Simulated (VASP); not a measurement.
# NaTaO in VASP: further runs

NaTaO is run at these levels: PBE; tasks: single point.

Program: VASP 6.6.1. These are calculated values, not measurements. Logs are shortened: lines on timing, memory, paths and dates and some standing lists are left out, and cuts for length are marked.

## (1) The cell of the first run

The typed cell holds 3 atoms: a = 3.848 Å, b = 3.848 Å, c = 3.890 Å, α = 90.00°, β = 90.00°, γ = 90.02°.

The cell was generated, and may not be a known phase.

## (2) Single point, PBE

The input, INCAR:

```
  PREC = Accurate
  ENCUT = 1130
  EDIFF = 1E-6
  ISMEAR = 0
  SIGMA = 0.2
  LREAL = F
  LASPH = T
  NELM = 120
  ALGO = Normal
  ISIF = 2
  LWAVE = F
  LCHARG = F
  GGA = PE
  NBANDS = 21
  GGA_COMPAT = F
```

The input, KPOINTS:

```
Automatic mesh
0
Gamma
  5 5 6
```

The input, POSCAR:

```
NaTaO
1.0
    2.7204160585     -2.7214688751      0.0000000000
    2.7204160585      2.7214688751      0.0000000000
    0.0000000000      0.0000000000      3.8897546381
Na Ta O
1 1 1
Direct
    0.5000000000      0.5000000000      0.0000000000
    0.0000000000      0.0000000000      0.0000000000
    0.5000000000      0.5000000000      0.5000000000
```

Potentials or basis: VASP PAW PBE potentials, release 64 (Na_sv, Ta_sv_GW, O).

Command:

```console
cat potpaw_PBE.64/Na_sv/POTCAR potpaw_PBE.64/Ta_sv_GW/POTCAR potpaw_PBE.64/O/POTCAR > POTCAR
mpirun -np 1 vasp_std > vasp.out
```

OUTCAR:

```text
PREC = Accurate
   ENCUT = 1130
   EDIFF = 1E-6
   ISMEAR = 0
   LREAL = F
   LASPH = T
   NELM = 120
   ISIF = 2
   GGA = PE

 ion  position               nearest neighbor table
   1  0.500  0.500  0.000-
   2  0.000  0.000  0.000-
   3  0.500  0.500  0.500-

  LATTYP: Found a base centered orthorhombic cell.
 ALAT       =     5.4408321170
 B/A-ratio  =     1.0003870057
 C/A-ratio  =     0.7149190702

  Lattice vectors:

 A1 = (   2.7204160585,  -2.7214688751,   0.0000000000)
 A2 = (   2.7204160585,   2.7214688751,   0.0000000000)
 A3 = (   0.0000000000,   0.0000000000,   3.8897546381)

Analysis of symmetry for initial positions (statically):
=====================================================================
 Subroutine PRICEL returns:
 Original cell was already a primitive cell.

 Routine SETGRP: Setting up the symmetry group for a
 base centered orthorhombic supercell.

 Subroutine GETGRP returns: Found  8 space group operations
 (whereof  8 operations were pure point group operations)
 out of a pool of  8 trial point group operations.

The static configuration has the point symmetry D_2h.

Analysis of symmetry for dynamics (positions and initial velocities):
=====================================================================
 Subroutine PRICEL returns:
 Original cell was already a primitive cell.

 Routine SETGRP: Setting up the symmetry group for a
 base centered orthorhombic supercell.

 Subroutine GETGRP returns: Found  8 space group operations
 (whereof  8 operations were pure point group operations)
 out of a pool of  8 trial point group operations.

The dynamic configuration has the point symmetry D_2h.

 Subroutine INISYM returns: Found  8 space group operations
 (whereof  8 operations are pure point group operations),
 and found     1 'primitive' translations

----------------------------------------------------------------------------------------

                                     Primitive cell

  volume of cell :      57.5958

  direct lattice vectors                    reciprocal lattice vectors
     2.720416059 -2.721468875  0.000000000     0.183795416 -0.183724313  0.000000000
     2.720416059  2.721468875  0.000000000     0.183795416  0.183724313  0.000000000
     0.000000000  0.000000000  3.889754638     0.000000000  0.000000000  0.257085624

  length of vectors
     3.847993811  3.847993811  3.889754638     0.259875697  0.259875697  0.257085624

  position of ions in fractional coordinates (direct lattice)
     0.500000000  0.500000000  0.000000000
     0.000000000  0.000000000  0.000000000
     0.500000000  0.500000000  0.500000000

  ion indices of the primitive-cell ions
   primitive index   ion index
                 1           1
                 2           2
                 3           3

----------------------------------------------------------------------------------------

 KPOINTS: Automatic mesh

Automatic generation of k-mesh.
 Grid dimensions read from file:
 generate k-points for:    5    5    6

 Generating k-lattice:

  Cartesian coordinates                     Fractional coordinates (reciprocal lattice)
     0.036759083 -0.036744863  0.000000000     0.200000000  0.000000000  0.000000000
     0.036759083  0.036744863  0.000000000     0.000000000  0.200000000  0.000000000
     0.000000000  0.000000000  0.042847604     0.000000000  0.000000000  0.166666667

  Length of vectors
     0.051975139  0.051975139  0.042847604

  Shift w.r.t. Gamma in fractional coordinates (k-lattice)
     0.000000000  0.000000000  0.000000000

 Subroutine IBZKPT returns following result:
 ===========================================

 Found     36 irreducible k-points:

 Following reciprocal coordinates:
            Coordinates               Weight
  0.000000  0.000000  0.000000      1.000000
  0.200000 -0.000000  0.000000      4.000000
  0.400000  0.000000  0.000000      4.000000
  0.200000  0.200000  0.000000      2.000000
  0.400000  0.200000  0.000000      4.000000
 -0.400000  0.200000  0.000000      4.000000
[... 16 lines left out ...]
  0.400000  0.200000  0.333333      8.000000
 -0.400000  0.200000  0.333333      8.000000
 [... further k-points ...]
   k-points           NKPTS =     36   k-points in BZ     NKDIM =     36   number of bands    NBANDS=     21
   number of dos      NEDOS =    301   number of ions     NIONS =      3
   total plane-waves  NPLWV =  84672
   dimension x,y,z NGX =    42 NGY =   42 NGZ =   48
   dimension x,y,z NGXF=    84 NGYF=   84 NGZF=   96
   ions per type =               1   1   1
   NGX,Y,Z   is equivalent  to a cutoff of  18.15, 18.15, 20.51 a.u.
   NGXF,Y,Z  is equivalent  to a cutoff of  36.29, 36.29, 41.03 a.u.
 SYSTEM =  unknown system
   PREC   = accura    normal or accurate (medium, high low for compatibility)
   ISTART =      0    job   : 0-new  1-cont  2-samecut
   ICHARG =      2    charge: 1-file 2-atom 10-const
   ISPIN  =      1    spin polarized calculation?
   LNONCOLLINEAR =      F non collinear calculations
   LSORBIT =      F    spin-orbit coupling
   LASPH  =      T    aspherical Exc in radial PAW
   ENCUT  = 1130.0 eV  83.05 Ry    9.11 a.u.  10.55 10.55 10.66*2*pi/ulx,y,z
   NELM   =    120;   NELMIN=  2; NELMDL= -5     # of ELM steps
   EDIFF  = 0.1E-05   stopping-criterion for ELM
   LREAL  =      F    real-space projection
   EDIFFG = 0.1E-04   stopping-criterion for IOM
   NSW    =      0    number of steps for IOM
   IBRION =     -1    ionic relax: 0-MD 1-quasi-New 2-CG
   NFREE  =      0    steps in history (QN), initial steepest desc. (CG)
   ISIF   =      2    stress and relaxation
   ISYM   =      2    0-nonsym 1-usesym 2-fastsym
   POTIM  = 0.5000    time-step for ionic-motion
   TEBEG  =    0.0;   TEEND  =   0.0 temperature during run
   PSTRESS=    0.0 pullay stress
   NELECT =      28.0000    total number of electrons
   NUPDOWN=      -1.0000    fix difference up-down
   EMIN   =  10.00;   EMAX   =-10.00  energy-range for DOS
   EFERMI =   0.00;   METHOD = LEGACY
   ISMEAR =     0;   SIGMA  =   0.20  broadening in eV -4-tet -1-fermi 0-gaus
   EFERMI_NEDOS =   21; number of points for ismear=-14 and -15
   IALGO  =     38    algorithm
   IMIX   =      4    mixing-type and parameters
     AMIX     =   0.40;   BMIX     =  1.00
     AMIX_MAG =   1.60;   BMIX_MAG =  1.00
  volume/ion in A,a.u.               =      19.20       129.56
  Fermi-wavevector in a.u.,A,eV,Ry     =   1.287253  2.432555 22.545126  1.657020
  Thomas-Fermi vector in A             =   2.419278
   LORBIT       =      0    0 simple, 1 ext, 2 COOP (PROOUT), +10 PAW based schemes
   GGA     = PE    functional components
   LHFCALC =     F    Hartree Fock is set to
   AEXX    =    0.0000 exact exchange contribution
   IVDW    =     0    specifies the selected vdW correction
   LEPSILON=     F    determine dielectric tensor
   LRPA    =     F    only Hartree local field effects (RPA)
 non-spin polarized calculation
 Gauss-broadening in eV      SIGMA  =   0.20
  energy-cutoff  :     1130.00
  volume of cell :       57.60
 maximum number of plane-waves:      4989
 NGX is ok and might be reduce to    42
   NGX = 21   NGY = 21   NGZ = 21

 number of electron      27.9999994 magnetization

 Free energy of the ion-electron system (eV)
  ---------------------------------------------------
  ext. energy  EPLUGINS =         0.00000000
  ---------------------------------------------------
  free energy    TOTEN  =       -14.67713125 eV

  energy without entropy =      -14.61903559  energy(sigma->0) =      -14.64808342

 E-fermi :   3.6213     XC(G=0):  -9.7311

 val. band max:        3.6036940199   @ k =   0.4000   0.0000   0.0000
 cond. band min:       3.6449903862   @ k =   0.2000   0.2000   0.5000
 fundamental gap:      0.0412963663
 Fermi energy:         3.6212551041

 k-point     1 :       0.0000    0.0000    0.0000
  band No.  band energies     occupation
      1     -65.9185      2.00000
      2     -46.8353      2.00000
      3     -32.2835      2.00000
      4     -32.2081      2.00000
      5     -32.2079      2.00000
      6     -18.8959      2.00000
[... 13 lines left out ...]
     20      11.9989      0.00000
     21      12.0014      0.00000

 k-point     2 :       0.2000   -0.0000    0.0000
  band No.  band energies     occupation
      1     -65.9183      2.00000
      2     -46.8355      2.00000
      3     -32.2827      2.00000
      4     -32.2169      2.00000
      5     -32.2064      2.00000
      6     -18.9101      2.00000
[... 13 lines left out ...]
     20      11.6886      0.00000
     21      12.0194      0.00000

 k-point     3 :       0.4000    0.0000    0.0000
  band No.  band energies     occupation
      1     -65.9179      2.00000
      2     -46.8356      2.00000
      3     -32.2814      2.00000
      4     -32.2312      2.00000
      5     -32.2039      2.00000
      6     -18.9336      2.00000
[... 13 lines left out ...]
     20      11.6004      0.00000
     21      11.9842      0.00000

 k-point     4 :       0.2000    0.2000    0.0000
  band No.  band energies     occupation
      1     -65.9180      2.00000
      2     -46.8354      2.00000
      3     -32.2819      2.00000
      4     -32.2184      2.00000
      5     -32.2145      2.00000
      6     -18.9214      2.00000
[... 13 lines left out ...]
     20      10.1806      0.00000
     21      12.0351      0.00000

 k-point     5 :       0.4000    0.2000    0.0000
  band No.  band energies     occupation
      1     -65.9177      2.00000
      2     -46.8353      2.00000
      3     -32.2806      2.00000
      4     -32.2326      2.00000
      5     -32.2156      2.00000
      6     -18.9280      2.00000
[... 13 lines left out ...]
     20      10.3265      0.00000
     21      12.4687      0.00000
[... 382 lines left out ...]
     20       8.8515      0.00000
     21      13.4174      0.00000

 k-point    22 :       0.2000    0.2000    0.3333
  band No.  band energies     occupation
      1     -65.9177      2.00000
      2     -46.8346      2.00000
      3     -32.3001      2.00000
      4     -32.2170      2.00000
      5     -32.2131      2.00000
      6     -18.9182      2.00000
[... 13 lines left out ...]
     20      10.4081      0.00000
     21      10.9722      0.00000

 k-point    23 :       0.4000    0.2000    0.3333
  band No.  band energies     occupation
      1     -65.9173      2.00000
      2     -46.8345      2.00000
      3     -32.2987      2.00000
      4     -32.2310      2.00000
      5     -32.2142      2.00000
      6     -18.9246      2.00000
[... 13 lines left out ...]
     20       8.9955      0.00000
     21      11.3121      0.00000

 k-point    24 :      -0.4000    0.2000    0.3333
  band No.  band energies     occupation
      1     -65.9173      2.00000
      2     -46.8345      2.00000
      3     -32.2987      2.00000
      4     -32.2311      2.00000
      5     -32.2142      2.00000
      6     -18.9241      2.00000
[... 13 lines left out ...]
     20       8.9953      0.00000
     21      11.3122      0.00000

 [... further k-points ...]

------------------------ aborting loop because EDIFF is reached ----------------------------------------

  FORCE on cell =-STRESS in cart. coord.  units (eV):
  Direction    XX          YY          ZZ          XY          YZ          ZX
  --------------------------------------------------------------------------------------
  -------------------------------------------------------------------------------------
  Total        0.0141820     -0.0143800      0.1328499      0.0000000      0.0000000      0.0000000
  in kB        0.3945088     -0.4000161      3.6955658      0.0000000      0.0000000      0.0000000
  external PRESSURE =       1.2300195 kB  Pullay stress =       0.0000000 kB

 VOLUME and BASIS-vectors are now :
 -----------------------------------------------------------------------------
  energy-cutoff  :     1130.00
  volume of cell :       57.60
      direct lattice vectors                 reciprocal lattice vectors
     2.720416059 -2.721468875  0.000000000     0.183795416 -0.183724313  0.000000000
     2.720416059  2.721468875  0.000000000     0.183795416  0.183724313  0.000000000
     0.000000000  0.000000000  3.889754638     0.000000000  0.000000000  0.257085624

 POSITION                                       TOTAL-FORCE (eV/Angst)
 -----------------------------------------------------------------------------------
      2.72042      0.00000      0.00000         0.000000      0.000000      0.000000
      0.00000      0.00000      0.00000         0.000000     -0.000000      0.000000
      2.72042      0.00000      1.94488        -0.000000     -0.000000      0.000000
 -----------------------------------------------------------------------------------
    total drift:                               -0.000000     -0.000000     -0.000000

  FREE ENERGIE OF THE ION-ELECTRON SYSTEM (eV)
  ---------------------------------------------------
  free  energy   TOTEN  =       -14.6771312523 eV

  energy  without entropy=      -14.6190355898  energy(sigma->0) =      -14.64808342
```

Run time: 2.4 min. Hardware: 1 thread of Intel Xeon Platinum 8375C at 2.90GHz (Ice Lake), shared host; peak memory 0.39 GiB.

What came out:

```yaml
Free_energy: -14.6771 eV
Pressure: 0.1 GPa
Band_gap_on_the_k_mesh: zero (bands 14 and 15 overlap by 1.72 eV)
```

Caveat: spin-orbit coupling is left out, which moves the levels of the heavy elements.

## (3) Single point, PBE

This run uses another cell than the first one, of 25.40 Å³/atom.

The input, INCAR:

```
SYSTEM = NaTaO
ALGO = Normal ; EDIFF = 1E-6
ENCUT = 1130 ; GGA = PE
GGA_COMPAT = .False. ; ISIF = 2
ISMEAR = 0 ; LASPH = .True.
LCHARG = .False. ; LREAL = .False.
LWAVE = .False. ; NBANDS = 21
NELM = 120 ; PREC = Accurate
SIGMA = 0.2
```

The input, KPOINTS:

```
k-points
0
Gamma
  5 5 6
  0 0 0
```

The input, POSCAR:

```
NaTaO
1.0
    4.4417863832      0.0000000000      0.0000000000
    0.0000000000      4.4417863832      0.0000000000
    0.0000000000      0.0000000000      3.8619071643
Na Ta O
1 1 1
Direct
    0.0000000000      0.0000000000      0.0000000000
    0.5000000000      0.5000000000      0.0000000000
    0.5000000000      0.5000000000      0.5000000000
```

Potentials or basis: VASP PAW PBE potentials, release 64 (Na_sv, Ta_sv_GW, O).

Command:

```console
cat potpaw_PBE.64/Na_sv/POTCAR potpaw_PBE.64/Ta_sv_GW/POTCAR potpaw_PBE.64/O/POTCAR > POTCAR
mpirun -np 1 vasp_std > vasp.out
```

It took 3.7 min on 1 thread of AMD EPYC 7R43 (Zen 3), shared host; peak memory 0.37 GiB.

The run converged. Its results:

| Item | Value |
| --- | --- |
| Free energy | -21.3219 eV |
| Pressure | -0.2 GPa |
| Band gap on the k mesh | zero (bands 14 and 15 overlap by 0.28 eV) |

Levels at points of the mesh, in eV from the Fermi level:
```csv
k point,band 10,band 11,band 12,band 13,band 14,band 15,band 16,band 17,band 18,band 19
"(0.00, 0.00, 0.00)",-4.52,-4.52,-4.28,-3.61,-0.80,0.36,0.59,0.59,4.18,5.24
"(0.00, 0.00, 0.50)",-8.49,-5.68,-5.68,-2.70,-0.44,0.51,1.39,3.48,3.48,5.75
```

Caveat: spin-orbit coupling is left out, which moves the levels of the heavy elements.

The gap in the log of VASP goes by the Fermi energy; the results here count the filled bands.